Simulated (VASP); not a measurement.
Crystal: Ta3N.

```
CELL_PARAMETERS angstrom
3.03222 0.00000 0.00000
-1.51611 2.62598 0.00000
0.00000 0.00000 7.52414
ATOMIC_POSITIONS crystal
Ta 0.66667 0.33333 0.82607
Ta 0.33333 0.66667 0.17393
Ta 0.00000 0.00000 0.50000
N 0.00000 0.00000 0.00000
```

```yaml
Program: VASP 6.6.1
Task: relaxation of cell and atoms
Functional: LDA
Potentials_or_basis: VASP PAW LDA potentials, release 64 (Ta_sv_GW, N)
Cutoff: 700 eV
k_mesh: 7 × 7 × 3
Occupations: fermi-dirac, width 0.05 eV
Spin: no spin polarisation
```

At the start: pressure -12.8 GPa; volume 14.98 Å³/atom.

Q: How do energy, volume and symmetry change on relaxing?

A: Over 15 steps the energy falls by 32.5 meV/atom and the volume is 14.27 Å³/atom (-4.7 %); space group P-3m1 (No. 164, to 0.1 Å) before and after.

Step by step:
```
step  energy change (eV)  largest force (eV/Å)  pressure (GPa)  volume (Å³)
   1              0.0000                0.6599          -12.79        59.91
   2              0.8428                1.8767           48.60        50.13
   3             -0.1274                0.2053           -0.60        57.13
   4             -0.1277                0.1785            0.06        57.00
   5             -0.1277                0.1662            0.29        56.94
   6             -0.1293                0.0212            0.26        57.02
   7             -0.1294                0.0128            0.27        57.04
   8             -0.1294                0.0181           -0.68        57.23
   9             -0.1295                0.0035           -0.36        57.14
  10             -0.1295                0.0003           -0.15        57.12
  11             -0.1295                0.0012           -0.19        57.13
  12             -0.1295                0.0026           -0.22        57.14
  13             -0.1298                0.0081           -0.03        57.10
  14             -0.1298                0.0101            0.07        57.08
  15             -0.1298                0.0095            0.06        57.08
```

Final structure:
```cif
data_structure
_symmetry_space_group_name_H-M 'P 1'
_symmetry_Int_Tables_number 1
_cell_length_a 2.9892
_cell_length_b 2.9892
_cell_length_c 7.3765
_cell_angle_alpha 90.000
_cell_angle_beta 90.000
_cell_angle_gamma 120.000
_cell_volume 57.08
loop_
_atom_site_label
_atom_site_type_symbol
_atom_site_fract_x
_atom_site_fract_y
_atom_site_fract_z
_atom_site_occupancy
Ta1 Ta 0.66667 0.33333 0.82845 1
Ta2 Ta 0.33333 0.66667 0.17155 1
Ta3 Ta 0.00000 0.00000 0.50000 1
N1 N 0.00000 0.00000 0.00000 1
```
